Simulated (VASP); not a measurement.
# Al2Cu (I4/mmm) in VASP: further runs, part 2 of 2

VASP 6.6.1. Earlier steps stand in the parts before.

### 3 Single point, LDA (volume scaled by 0.98)

Contents of INCAR:

```
PREC = Accurate ; ENCUT = 520
EDIFF = 1E-6 ; ISMEAR = -1
SIGMA = 0.05 ; LREAL = F
LASPH = T ; NELM = 60
ALGO = Normal ; ISIF = 2
LWAVE = F ; LCHARG = T
LELF = T ; LVHAR = T
NBANDS = 16
```

Contents of KPOINTS:

```
Automatic mesh
0
Gamma
  9 9 9
```

Contents of POSCAR:

```
Al2Cu
1.0
   -2.0167106632      2.0167106632      2.8319585644
    2.0167106632     -2.0167106632      2.8319585644
    2.0167106632      2.0167106632     -2.8319585644
Cu Al
1 2
Direct
    0.5000000000      0.5000000000      0.0000000000
    0.2500000000      0.7500000000      0.5000000000
    0.7500000000      0.2500000000      0.5000000000
```

Potentials or basis: VASP PAW LDA potentials, release 64 (Cu, Al).

The run is started by

```sh
> cat potpaw_LDA.64/Cu/POTCAR potpaw_LDA.64/Al/POTCAR > POTCAR
> mpirun -np 1 vasp_std > vasp.out
```

OUTCAR:

```text
PREC = Accurate
   ENCUT = 520
   EDIFF = 1E-6
   ISMEAR = -1
   LREAL = F
   LASPH = T
   NELM = 60
   ISIF = 2

 ion  position               nearest neighbor table
   1  0.500  0.500  0.000-   2 2.46   3 2.46   2 2.46   3 2.46   2 2.46   3 2.46   2 2.46   3 2.46

   2  0.250  0.750  0.500-   1 2.46   1 2.46   1 2.46   1 2.46   3 2.83   3 2.83   3 2.85   3 2.85
                             3 2.85   3 2.85
   3  0.750  0.250  0.500-   1 2.46   1 2.46   1 2.46   1 2.46   2 2.83   2 2.83   2 2.85   2 2.85
                             2 2.85   2 2.85

  LATTYP: Found a body centered tetragonal cell.
 ALAT       =     4.0334213264
 C/A-ratio  =     1.4042463384

  Lattice vectors:

 A1 = (  -2.0167106632,   2.0167106632,   2.8319585644)
 A2 = (   2.0167106632,  -2.0167106632,   2.8319585644)
 A3 = (   2.0167106632,   2.0167106632,  -2.8319585644)

Analysis of symmetry for initial positions (statically):
=====================================================================
 Subroutine PRICEL returns:
 Original cell was already a primitive cell.

[... 172 lines left out ...]

 val. band max:        7.1597975716   @ k =  -0.2222  -0.3333   0.1111
 cond. band min:       7.1707300685   @ k =   0.1111   0.1111   0.0000
 fundamental gap:      0.0109324969
 Fermi energy:         7.1606961827

 k-point     1 :       0.0000    0.0000    0.0000
  band No.  band energies     occupation
      1      -3.2232      2.00000
      2       2.4088      2.00000
      3       2.4146      2.00000
      4       2.4146      2.00000
      5       2.9895      2.00000
      6       2.9989      2.00000
[... 433 lines left out ...]
      3       1.8104      2.00000
      4       2.9057      2.00000
      5       2.9744      2.00000
      6       3.1217      2.00000
[... 8 lines left out ...]
     15      17.9676      0.00000
     16      19.1485      0.00000

 [... further k-points ...]

------------------------ aborting loop because EDIFF is reached ----------------------------------------

  FORCE on cell =-STRESS in cart. coord.  units (eV):
  Direction    XX          YY          ZZ          XY          YZ          ZX
  --------------------------------------------------------------------------------------
  -------------------------------------------------------------------------------------
  Total       -0.1377182     -0.1377182     -0.0887181      0.0000000      0.0000000      0.0000000
  in kB       -4.7892522     -4.7892522     -3.0852379      0.0000000      0.0000000      0.0000000
  external PRESSURE =      -4.2212475 kB  Pullay stress =       0.0000000 kB

 VOLUME and BASIS-vectors are now :
 -----------------------------------------------------------------------------
  energy-cutoff  :      520.00
  volume of cell :       46.07
      direct lattice vectors                 reciprocal lattice vectors
    -2.016710663  2.016710663  2.831958564     0.000000000  0.247928475  0.176556256
     2.016710663 -2.016710663  2.831958564     0.247928475  0.000000000  0.176556256
     2.016710663  2.016710663 -2.831958564     0.247928475  0.247928475  0.000000000

 POSITION                                       TOTAL-FORCE (eV/Angst)
 -----------------------------------------------------------------------------------
      0.00000      0.00000      2.83196         0.000000      0.000000     -0.000000
      2.01671     -0.00000      1.41598        -0.000000      0.000000      0.000000
     -0.00000      2.01671      1.41598         0.000000     -0.000000     -0.000000
 -----------------------------------------------------------------------------------
    total drift:                                0.000000     -0.000000      0.000000

  FREE ENERGIE OF THE ION-ELECTRON SYSTEM (eV)
  ---------------------------------------------------
  free  energy   TOTEN  =       -13.6949487321 eV

  energy  without entropy=      -13.6819921469  energy(sigma->0) =      -13.68847044
```

OSZICAR:

```text
N       E                     dE             d eps       ncg     rms          rms(c)
DAV:   1     0.606993240339E+02    0.60699E+02   -0.68580E+03  2408   0.115E+03
DAV:   2    -0.134255011351E+02   -0.74125E+02   -0.65705E+02  2544   0.203E+02
DAV:   3    -0.160494665181E+02   -0.26240E+01   -0.25736E+01  3264   0.429E+01
DAV:   4    -0.161036245308E+02   -0.54158E-01   -0.54136E-01  2912   0.531E+00
DAV:   5    -0.161057318924E+02   -0.21074E-02   -0.21073E-02  3536   0.116E+00    0.150E+01
DAV:   6    -0.181314967587E+02   -0.20258E+01   -0.42703E+01  2680   0.220E+02    0.120E+01
DAV:   7    -0.138549651825E+02    0.42765E+01   -0.10958E+01  3016   0.803E+01    0.214E+00
DAV:   8    -0.137550597721E+02    0.99905E-01   -0.12247E+00  3520   0.316E+01    0.216E+00
DAV:   9    -0.136948930959E+02    0.60167E-01   -0.20526E-01  3280   0.127E+01    0.225E-01
DAV:  10    -0.136971934092E+02   -0.23003E-02   -0.72569E-03  3896   0.171E+00    0.323E-01
DAV:  11    -0.136949256775E+02    0.22677E-02   -0.61928E-03  3152   0.274E+00    0.333E-02
DAV:  12    -0.136949634420E+02   -0.37765E-04   -0.38433E-04  2712   0.127E-01    0.286E-02
DAV:  13    -0.136949496246E+02    0.13817E-04   -0.21019E-05  3328   0.137E-01    0.122E-02
DAV:  14    -0.136949487321E+02    0.89246E-06   -0.13533E-06  1864   0.190E-02
   1 F= -.13694949E+02 E0= -.13688470E+02  d E =-.129566E-01
```

Run time: 81 s. Hardware: 1 thread of Intel Xeon Platinum 8375C at 2.90GHz (Ice Lake), shared host; peak memory 0.18 GiB.

Results:

```
Free energy : -13.6949 eV
Pressure    : -0.4 GPa
```

Caveat: the cell differs from its parent crystal (volume scaled by 0.98).

### 4 Single point, LDA

This run uses another cell than the first one, of 15.67 Å³/atom, 1.042 times its volume.

Contents of INCAR:

```
SYSTEM = Al2Cu
PREC = Accurate
ENCUT = 520
EDIFF = 1E-7
ISMEAR = -1
SIGMA = 0.05
LREAL = .FALSE.
LASPH = .TRUE.
NELM = 60
ALGO = Fast
ISIF = 2
LWAVE = .FALSE.
LCHARG = .FALSE.
GGA = CA
NBANDS = 16
```

Contents of KPOINTS:

```
regular mesh
0
G
  9 9 9
  0 0 0
```

Contents of POSCAR:

```
Al2Cu
1.0
   -2.0303375000      2.0303375000      2.8510940000
    2.0303375000     -2.0303375000      2.8510940000
    2.0303375000      2.0303375000     -2.8510940000
Cu Al
1 2
Direct
    0.5000000000      0.5000000000      0.0000000000
    0.2500000000      0.7500000000      0.5000000000
    0.7500000000      0.2500000000      0.5000000000
```

Potentials or basis: VASP PAW LDA potentials, release 64 (Cu, Al).

The run is started by

```sh
> cat potpaw_LDA.64/Cu/POTCAR potpaw_LDA.64/Al/POTCAR > POTCAR
> mpirun -np 1 vasp_std > vasp.out
```

OUTCAR:

```text
SYSTEM = Al2Cu
   PREC = Accurate
   ENCUT = 520
   EDIFF = 1E-7
   ISMEAR = -1
   LREAL = .FALSE.
   LASPH = .TRUE.
   NELM = 60
   ISIF = 2
   GGA = CA

 ion  position               nearest neighbor table
   1  0.500  0.500  0.000-   2 2.48   3 2.48   2 2.48   3 2.48   2 2.48   3 2.48   2 2.48   3 2.48

   2  0.250  0.750  0.500-   1 2.48   1 2.48   1 2.48   1 2.48   3 2.85   3 2.85   3 2.87   3 2.87
                             3 2.87   3 2.87
   3  0.750  0.250  0.500-   1 2.48   1 2.48   1 2.48   1 2.48   2 2.85   2 2.85   2 2.87   2 2.87
[... 656 lines left out ...]
  FORCE on cell =-STRESS in cart. coord.  units (eV):
  Direction    XX          YY          ZZ          XY          YZ          ZX
  --------------------------------------------------------------------------------------
  -------------------------------------------------------------------------------------
  Total       -0.7779606     -0.7779606     -0.7290277      0.0000000     -0.0000000      0.0000000
  in kB      -26.5130795    -26.5130795    -24.8454366      0.0000000     -0.0000000      0.0000000
  external PRESSURE =     -25.9571985 kB  Pullay stress =       0.0000000 kB

 VOLUME and BASIS-vectors are now :
 -----------------------------------------------------------------------------
  energy-cutoff  :      520.00
  volume of cell :       47.01
      direct lattice vectors                 reciprocal lattice vectors
    -2.030337500  2.030337500  2.851094000     0.000000000  0.246264476  0.175371279
     2.030337500 -2.030337500  2.851094000     0.246264476  0.000000000  0.175371279
     2.030337500  2.030337500 -2.851094000     0.246264476  0.246264476  0.000000000

 POSITION                                       TOTAL-FORCE (eV/Angst)
 -----------------------------------------------------------------------------------
      0.00000      0.00000      2.85109        -0.000000      0.000000     -0.000000
      2.03034      0.00000      1.42555        -0.000000      0.000000     -0.000000
      0.00000      2.03034      1.42555         0.000000     -0.000000      0.000000
 -----------------------------------------------------------------------------------
    total drift:                                0.000000     -0.000000      0.000000

  FREE ENERGIE OF THE ION-ELECTRON SYSTEM (eV)
  ---------------------------------------------------
  free  energy   TOTEN  =       -13.6842919723 eV

  energy  without entropy=      -13.6713550950  energy(sigma->0) =      -13.67782353
```

It took 1.8 min on 1 thread of Intel Xeon Platinum 8375C at 2.90GHz (Ice Lake), shared host; peak memory 0.18 GiB.

Results:

* Free energy: -13.6843 eV
* Pressure: -2.6 GPa

Stress tensor (GPa, compression positive):
```
-2.65  0.00  0.00
 0.00 -2.65  0.00
 0.00  0.00 -2.48
```

### 5 The runs side by side

```tsv
cell	gap on the mesh (eV)	pressure (GPa)
a = 3.992 Å, angles 119.8, 119.8, 90.4°, 3 atoms	none	2.0
a = 4.019 Å, angles 119.8, 119.8, 90.4°, 3 atoms	none	-0.4
a = 4.046 Å, angles 119.8, 119.8, 90.4°, 3 atoms	none	-2.6
```

Alike in all rows: task single point; level LDA; potentials or basis VASP PAW LDA potentials, release 64 (Cu, Al); no spin polarisation; k mesh 9 × 9 × 9; cutoff (eV) 520; smearing fermi-dirac 0.05 eV.

Absolute energies hang on the potentials; compare differences alone.
